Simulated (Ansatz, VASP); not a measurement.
## One calculation of LiH, two programs

```
Li H
1.0
     0.00000    2.00340    2.00340
     2.00340    0.00000    2.00340
     2.00340    2.00340    0.00000
Li H
1 1
Direct
  0.00000 0.00000 0.00000
  0.50000 0.50000 0.50000
```

Alike in both runs: task single point; functional r2SCAN; k mesh 10 × 10 × 10; occupations gaussian, width 0.02 eV; no spin polarisation.

|  | VASP | Ansatz |
| --- | --- | --- |
| version | VASP 6.6.1 | Ansatz 0.2.0 |
| potentials or method | VASP PAW PBE potentials, release 64 (Li_sv, H), cutoff 520 eV | scalar-relativistic, plane waves, PAW |
| valence electrons in the cell | 4 | 4 |

```csv
,VASP,Ansatz,Ansatz less VASP
gap on the k mesh at the Fermi level (eV),3.58,3.63,+0.049
least direct gap on the mesh (eV),3.58,3.63,+0.049
```

VASP's potentials were made for PBE, not for r2SCAN.

Noted on VASP's run: the cutoff is short for stress, so the pressure is rough.
